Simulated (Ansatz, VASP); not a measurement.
## One calculation of Mo, two programs

```
CELL_PARAMETERS angstrom
-1.58176 1.58176 1.58176
1.58176 -1.58176 1.58176
1.58176 1.58176 -1.58176
ATOMIC_POSITIONS crystal
Mo 0.00000 0.00000 0.00000
```

Alike in both runs: functional PBE; k mesh 8 × 8 × 8; occupations gaussian, width 0.1 eV; no spin polarisation.

Ansatz relaxed the structure, and its values are those at the end. VASP's run is a single point on that final structure, the one shown.

|  | VASP | Ansatz |
| --- | --- | --- |
| version | VASP 6.6.1 | Ansatz 0.2.0 |
| potentials or method | VASP PAW PBE potentials, release 64 (Mo_sv), cutoff 500 eV | scalar-relativistic, plane waves, PAW |
| valence electrons in the cell | 14 | 14 |

VASP gave:

| Quantity | Value |
| --- | --- |
| gap on the k mesh at the Fermi level (eV) | none |
| pressure (GPa) | 0.5 |

Question: What did Ansatz give for the same quantities?

Answer: gap on the k mesh at the Fermi level (eV): none; pressure (GPa): -0.1.

A gap of «none» marks a metal or a gap that the smearing closes. The functional is the same, so the differences come from potentials, cutoffs and numerics.
